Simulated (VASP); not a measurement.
A run of VASP 6.6.1 is set up as follows.

The input INCAR:

```
SYSTEM = WS2
  PREC = Accurate
  ENCUT = 520
  EDIFF = 1E-7
  ISMEAR = 0
  SIGMA = 0.05
  LREAL = .False.
  LASPH = .True.
  NELM = 60
  ALGO = Normal
  ISIF = 2
  LWAVE = .False.
  LCHARG = .False.
  GGA = PS
  NBANDS = 35
```

KPOINTS

```
regular mesh
0
Gamma
  12 12 2
  0 0 0
```

Contents of POSCAR:

```
WS2
1.0
    3.2874460459      0.0000000000      0.0000000000
   -1.6437230229      2.7244131955      0.0000000000
    0.0000000000      0.0000000000     23.5674572586
W S
2 4
Direct
    0.3333333333      0.6666666667      0.6345758579
    0.6666666667      0.3333333333      0.3654241421
    0.3333333333      0.6666666667      0.2989469828
    0.6666666667      0.3333333333      0.5680493466
    0.3333333333      0.6666666667      0.4319506534
    0.6666666667      0.3333333333      0.7010530172
```

Potentials or basis: VASP PAW PBE potentials, release 64 (W_sv, S).

Run with:

```console
$ cat potpaw_PBE.64/W_sv/POTCAR potpaw_PBE.64/S/POTCAR > POTCAR
$ mpirun -np 1 vasp_std > vasp.out
```

Question: Estimate the largest force.

Answer: 0.485 eV/Å.

Question: Estimate the band gap on the k mesh.

Answer: 1.30 eV (least direct gap 1.66 eV).

Forces in eV/Å, atoms in the order of the input:
```
W    0.000 -0.277  0.001
W    0.000  0.277 -0.001
S    0.000 -0.140  0.465
S    0.000  0.139  0.461
S    0.000 -0.139 -0.461
S    0.000  0.140 -0.465
```

Caveat: the cell differs from its parent crystal (strain +0.0450 x Voigt [1, 0, 0, 0, 0, 0]); there is no dipole correction, which matters where the two faces differ; the PAW data sets were made with another functional, which shifts forces and pressure a little; spin-orbit coupling is left out, which moves the levels of the heavy elements.
